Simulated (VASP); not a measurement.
# Ti3Al (Pm) in VASP: single point with PBE

Aim: the single point of Ti3Al with PBE.

Everything below comes from runs of VASP 6.6.1. Logs are shortened: lines on timing, memory, paths and dates and some standing lists are left out, and cuts for length are marked.

### 1 The cell of the first run

The structure is monoclinic, space group Pm (No. 6). Conventional cell: a = 2.930 Å, b = 9.232 Å, c = 2.930 Å, α = 90.00°, β = 120.00°, γ = 90.00°. Within 3.5 Å of Ti (site symmetry m) lie 12 Ti at 2.68 to 3.15 Å. Ti (site symmetry 1) has 9 Ti at 2.68 to 3.15 Å and 3 Al at 2.80 to 2.92 Å within 3.5 Å. Within 3.7 Å of Al (site symmetry m) lie 6 Ti at 2.80 to 2.92 Å and 6 Al at 2.93 Å.

### 2 Single point, PBE (atoms displaced along several vibrational modes)

Contents of INCAR:

```
SYSTEM = Ti3Al
  PREC = Accurate
  ENCUT = 520
  EDIFF = 1E-6
  ISMEAR = 0
  SIGMA = 0.15
  LREAL = .False.
  LASPH = .True.
  NELM = 100
  ALGO = Fast
  ISIF = 2
  LWAVE = .False.
  LCHARG = .False.
  GGA = PE
  NBANDS = 28
```

Contents of KPOINTS:

```
regular mesh
0
Gamma
  15 15 6
  0 0 0
```

Contents of POSCAR:

```
Ti3Al
1.0
    2.9297375378      0.0000000000      0.0000000000
   -1.4648687689      2.5372271341      0.0000000000
    0.0000000000      0.0000000000      9.2315308735
Ti Al
3 1
Direct
    0.6948072048      0.4665496290      0.0000000000
    0.3244483011      0.6246052435      0.7504575700
    0.3244483011      0.6246052435      0.2495424300
    0.6482687735      0.2462383685      0.5000000000
```

Potentials or basis: VASP PAW PBE potentials, release 64 (Ti_sv, Al).

Run with:

```bash
cat potpaw_PBE.64/Ti_sv/POTCAR potpaw_PBE.64/Al/POTCAR > POTCAR
mpirun -np 1 vasp_std > vasp.out
```

OUTCAR:

```text
SYSTEM = Ti3Al
   PREC = Accurate
   ENCUT = 520
   EDIFF = 1E-6
   ISMEAR = 0
   LREAL = .False.
   LASPH = .True.
   NELM = 100
   ISIF = 2
   GGA = PE

 ion  position               nearest neighbor table
   1  0.695  0.467  0.000-   2 2.68   3 2.68   2 2.84   3 2.84
   2  0.324  0.625  0.750-   1 2.68   4 2.80   1 2.84   4 2.88   4 2.92
   3  0.324  0.625  0.250-   1 2.68   4 2.80   1 2.84   4 2.88   4 2.92
   4  0.648  0.246  0.500-   2 2.80   3 2.80   2 2.88   3 2.88   2 2.92   3 2.92

  LATTYP: Found a hexagonal cell.
 ALAT       =     2.9297375378
 C/A-ratio  =     3.1509753875

  Lattice vectors:

 A1 = (   2.9297375378,   0.0000000000,   0.0000000000)
 A2 = (  -1.4648687689,   2.5372271341,   0.0000000000)
 A3 = (   0.0000000000,   0.0000000000,   9.2315308735)

Analysis of symmetry for initial positions (statically):
=====================================================================
 Subroutine PRICEL returns:
 Original cell was already a primitive cell.

 Routine SETGRP: Setting up the symmetry group for a
 hexagonal supercell.

 Subroutine GETGRP returns: Found  2 space group operations
 (whereof  2 operations were pure point group operations)
 out of a pool of 24 trial point group operations.

The static configuration has the point symmetry C_1h.

Analysis of symmetry for dynamics (positions and initial velocities):
=====================================================================
 Subroutine PRICEL returns:
 Original cell was already a primitive cell.

 Routine SETGRP: Setting up the symmetry group for a
 hexagonal supercell.

 Subroutine GETGRP returns: Found  2 space group operations
 (whereof  2 operations were pure point group operations)
 out of a pool of 24 trial point group operations.

The dynamic configuration has the point symmetry C_1h.

 Subroutine INISYM returns: Found  2 space group operations
 (whereof  2 operations are pure point group operations),
 and found     1 'primitive' translations

----------------------------------------------------------------------------------------

                                     Primitive cell

  volume of cell :      68.6218

  direct lattice vectors                    reciprocal lattice vectors
     2.929737538  0.000000000  0.000000000     0.341327504  0.197065526  0.000000000
    -1.464868769  2.537227134  0.000000000     0.000000000  0.394131052  0.000000000
     0.000000000  0.000000000  9.231530874     0.000000000  0.000000000  0.108324395

  length of vectors
     2.929737538  2.929737538  9.231530874     0.394131052  0.394131052  0.108324395

  position of ions in fractional coordinates (direct lattice)
     0.694807205  0.466549629  0.000000000
     0.324448301  0.624605243  0.750457570
     0.324448301  0.624605243  0.249542430
     0.648268773  0.246238369  0.500000000

  ion indices of the primitive-cell ions
   primitive index   ion index
                 1           1
                 2           2
                 3           3
                 4           4

----------------------------------------------------------------------------------------

 KPOINTS: regular mesh

Automatic generation of k-mesh.
 Grid dimensions read from file:
 generate k-points for:   15   15    6

 Generating k-lattice:

  Cartesian coordinates                     Fractional coordinates (reciprocal lattice)
     0.022755167  0.013137702  0.000000000     0.066666667  0.000000000  0.000000000
     0.000000000  0.026275403  0.000000000     0.000000000  0.066666667  0.000000000
     0.000000000  0.000000000  0.018054066     0.000000000  0.000000000  0.166666667

  Length of vectors
     0.026275403  0.026275403  0.018054066

  Shift w.r.t. Gamma in fractional coordinates (k-lattice)
     0.000000000  0.000000000  0.000000000

 Subroutine IBZKPT returns following result:
 ===========================================

 Found    452 irreducible k-points:

 Following reciprocal coordinates:
            Coordinates               Weight
  0.000000  0.000000  0.000000      1.000000
  0.066667  0.000000  0.000000      2.000000
  0.000000  0.066667  0.000000      2.000000
 -0.066667  0.066667  0.000000      2.000000
  0.133333  0.000000  0.000000      2.000000
  0.000000  0.133333  0.000000      2.000000
[... 16 lines left out ...]
  0.066667  0.066667  0.000000      2.000000
 -0.066667  0.133333  0.000000      2.000000
 [... further k-points ...]
   k-points           NKPTS =    452   k-points in BZ     NKDIM =    452   number of bands    NBANDS=     28
   number of dos      NEDOS =    301   number of ions     NIONS =      4
   total plane-waves  NPLWV =  40320
   dimension x,y,z NGX =    24 NGY =   24 NGZ =   70
   dimension x,y,z NGXF=    48 NGYF=   48 NGZF=  140
   ions per type =               3   1
   NGX,Y,Z   is equivalent  to a cutoff of  13.62, 13.62, 12.61 a.u.
   NGXF,Y,Z  is equivalent  to a cutoff of  27.24, 27.24, 25.21 a.u.
 SYSTEM =  Ti3Al
   PREC   = accura    normal or accurate (medium, high low for compatibility)
   ISTART =      0    job   : 0-new  1-cont  2-samecut
   ICHARG =      2    charge: 1-file 2-atom 10-const
   ISPIN  =      1    spin polarized calculation?
   LNONCOLLINEAR =      F non collinear calculations
   LSORBIT =      F    spin-orbit coupling
   LASPH  =      T    aspherical Exc in radial PAW
   ENCUT  =  520.0 eV  38.22 Ry    6.18 a.u.   5.45  5.45 17.16*2*pi/ulx,y,z
   NELM   =    100;   NELMIN=  2; NELMDL= -5     # of ELM steps
   EDIFF  = 0.1E-05   stopping-criterion for ELM
   LREAL  =      F    real-space projection
   EDIFFG = 0.1E-04   stopping-criterion for IOM
   NSW    =      0    number of steps for IOM
   IBRION =     -1    ionic relax: 0-MD 1-quasi-New 2-CG
   NFREE  =      0    steps in history (QN), initial steepest desc. (CG)
   ISIF   =      2    stress and relaxation
   ISYM   =      2    0-nonsym 1-usesym 2-fastsym
   POTIM  = 0.5000    time-step for ionic-motion
   TEBEG  =    0.0;   TEEND  =   0.0 temperature during run
   PSTRESS=    0.0 pullay stress
   NELECT =      39.0000    total number of electrons
   NUPDOWN=      -1.0000    fix difference up-down
   EMIN   =  10.00;   EMAX   =-10.00  energy-range for DOS
   EFERMI =   0.00;   METHOD = LEGACY
   ISMEAR =     0;   SIGMA  =   0.15  broadening in eV -4-tet -1-fermi 0-gaus
   EFERMI_NEDOS =   21; number of points for ismear=-14 and -15
   IALGO  =     68    algorithm
   IMIX   =      4    mixing-type and parameters
     AMIX     =   0.40;   BMIX     =  1.00
     AMIX_MAG =   1.60;   BMIX_MAG =  1.00
  volume/ion in A,a.u.               =      17.16       115.77
  Fermi-wavevector in a.u.,A,eV,Ry     =   1.356050  2.562563 25.019375  1.838872
  Thomas-Fermi vector in A             =   2.483086
   LORBIT       =      0    0 simple, 1 ext, 2 COOP (PROOUT), +10 PAW based schemes
   GGA     = PE    functional components
   LHFCALC =     F    Hartree Fock is set to
   AEXX    =    0.0000 exact exchange contribution
   IVDW    =     0    specifies the selected vdW correction
   LEPSILON=     F    determine dielectric tensor
   LRPA    =     F    only Hartree local field effects (RPA)
 non-spin polarized calculation
 RMM-DIIS sequential band-by-band and
 Gauss-broadening in eV      SIGMA  =   0.15
  energy-cutoff  :      520.00
  volume of cell :       68.62
 maximum number of plane-waves:      1907
 NGX is ok and might be reduce to    24
   NGX = 11   NGY = 11   NGZ = 35

 number of electron      38.9999993 magnetization

 Free energy of the ion-electron system (eV)
  ---------------------------------------------------
  ext. energy  EPLUGINS =         0.00000000
  ---------------------------------------------------
  free energy    TOTEN  =       -27.63903209 eV

  energy without entropy =      -27.58823979  energy(sigma->0) =      -27.61363594

 E-fermi :   7.9227     XC(G=0): -11.1797

 val. band max:        7.9208432080   @ k =   0.2667   0.0667   0.1667
 cond. band min:       7.9235995792   @ k =  -0.4667   0.4667   0.5000
 fundamental gap:      0.0027563711
 Fermi energy:         7.9227362778

 k-point     1 :       0.0000    0.0000    0.0000
  band No.  band energies     occupation
      1     -48.7361      2.00000
      2     -48.7079      2.00000
      3     -48.5822      2.00000
      4     -25.2632      2.00000
      5     -25.0232      2.00000
      6     -24.7074      2.00000
[... 20 lines left out ...]
     27      10.4534      0.00000
     28      10.6400      0.00000

 k-point     2 :       0.0667    0.0000    0.0000
  band No.  band energies     occupation
      1     -48.7321      2.00000
      2     -48.7047      2.00000
      3     -48.5799      2.00000
      4     -25.2558      2.00000
      5     -25.0239      2.00000
      6     -24.7223      2.00000
[... 20 lines left out ...]
     27      10.4700      0.00000
     28      10.4854      0.00000

 k-point     3 :       0.0000    0.0667    0.0000
  band No.  band energies     occupation
      1     -48.7326      2.00000
      2     -48.7048      2.00000
      3     -48.5795      2.00000
      4     -25.2579      2.00000
      5     -25.0211      2.00000
      6     -24.7130      2.00000
[... 20 lines left out ...]
     27      10.4778      0.00000
     28      10.5034      0.00000

 k-point     4 :      -0.0667    0.0667    0.0000
  band No.  band energies     occupation
      1     -48.7320      2.00000
      2     -48.7047      2.00000
      3     -48.5800      2.00000
      4     -25.2554      2.00000
      5     -25.0245      2.00000
      6     -24.7240      2.00000
[... 578 lines left out ...]
     27      11.3718      0.00000
     28      11.4717      0.00000

 k-point    23 :       0.0667    0.0667    0.0000
  band No.  band energies     occupation
      1     -48.7254      2.00000
      2     -48.6987      2.00000
      3     -48.5745      2.00000
      4     -25.2460      2.00000
      5     -25.0197      2.00000
      6     -24.7412      2.00000
[... 20 lines left out ...]
     27      10.3858      0.00000
     28      10.4915      0.00000

 k-point    24 :      -0.0667    0.1333    0.0000
  band No.  band energies     occupation
      1     -48.7252      2.00000
      2     -48.6987      2.00000
      3     -48.5748      2.00000
      4     -25.2449      2.00000
      5     -25.0216      2.00000
      6     -24.7496      2.00000
[... 20 lines left out ...]
     27      10.4166      0.00000
     28      10.4827      0.00000

 [... further k-points ...]

------------------------ aborting loop because EDIFF is reached ----------------------------------------

  FORCE on cell =-STRESS in cart. coord.  units (eV):
  Direction    XX          YY          ZZ          XY          YZ          ZX
  --------------------------------------------------------------------------------------
  -------------------------------------------------------------------------------------
  Total        0.1381103     -0.8331710      0.2704462     -0.3009506      0.0000000      0.0000000
  in kB        3.2245915    -19.4528365      6.3143638     -7.0265799      0.0000000      0.0000000
  external PRESSURE =      -3.3046271 kB  Pullay stress =       0.0000000 kB

 VOLUME and BASIS-vectors are now :
 -----------------------------------------------------------------------------
  energy-cutoff  :      520.00
  volume of cell :       68.62
      direct lattice vectors                 reciprocal lattice vectors
     2.929737538  0.000000000  0.000000000     0.341327504  0.197065526  0.000000000
    -1.464868769  2.537227134  0.000000000     0.000000000  0.394131052  0.000000000
     0.000000000  0.000000000  9.231530874     0.000000000  0.000000000  0.108324395

 POSITION                                       TOTAL-FORCE (eV/Angst)
 -----------------------------------------------------------------------------------
      1.35217      1.18374      0.00000         0.286340     -0.441053      0.000000
      0.03558      1.58477      6.92787        -0.123706      0.093017     -0.041019
      0.03558      1.58477      2.30366        -0.123706      0.093017      0.041019
      1.53855      0.62476      4.61577        -0.038929      0.255019      0.000000
 -----------------------------------------------------------------------------------
    total drift:                               -0.000134      0.000423     -0.000000

  FREE ENERGIE OF THE ION-ELECTRON SYSTEM (eV)
  ---------------------------------------------------
  free  energy   TOTEN  =       -27.6390320874 eV

  energy  without entropy=      -27.5882397938  energy(sigma->0) =      -27.61363594
```

It took 22 min on 1 thread of Intel Xeon 6975P-C (Granite Rapids), shared host; peak memory 0.76 GiB.

Results:

```
Free energy            : -27.6390 eV
Pressure               : -0.3 GPa
Largest force          : 0.526 eV/Å
Band gap on the k mesh : zero (an odd number of electrons rules out a gap without spin polarisation)
```

Forces in eV/Å, atoms in the order of the input:
```
Ti   0.286 -0.441  0.000
Ti  -0.124  0.093 -0.041
Ti  -0.124  0.093  0.041
Al  -0.039  0.255  0.000
```

Caveat: the cell differs from its parent crystal (atoms displaced along several vibrational modes).
